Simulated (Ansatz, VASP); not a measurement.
## Mo3W in VASP and in Ansatz

```
Mo W
1.0
     5.49680    0.00000    0.00000
     0.00000    5.49680    0.00000
     0.00000    0.00000    5.49680
Mo W
6 2
Direct
  0.25000 0.00000 0.50000
  0.50000 0.75000 0.00000
  0.75000 0.00000 0.50000
  0.50000 0.25000 0.00000
  0.00000 0.50000 0.75000
  0.00000 0.50000 0.25000
  0.00000 0.00000 0.00000
  0.50000 0.50000 0.50000
```

Change from the starting cell: species swapped into the Zr3Au type (Pm-3n, No. 223).

Alike in both runs: task relaxation of cell and atoms; functional PBE; k mesh 4 × 4 × 4; occupations gaussian, width 0.1 eV; no spin polarisation.

|  | VASP | Ansatz |
| --- | --- | --- |
| version | VASP 6.6.1 | Ansatz 0.2.0 |
| potentials or method | VASP PAW PBE potentials, release 64 (Mo_sv, W_sv), cutoff 500 eV | scalar-relativistic, plane waves, PAW |
| valence electrons in the cell | 112 | 112 |

```csv
,VASP,Ansatz,Ansatz less VASP
"gap on the k mesh at the Fermi level, each at its own relaxed structure (eV)",none,none,-
relaxed volume (Å³/atom),16.15,16.14,-0.003
relaxed cell length with the largest relative difference (Å),5.055,5.055,-0.0003
```

A gap of «none» marks a metal or a gap that the smearing closes.

Spin-orbit coupling is off throughout. Noted on VASP's run: the volume moved by over 15 % at a fixed basis, so the end points are rough.
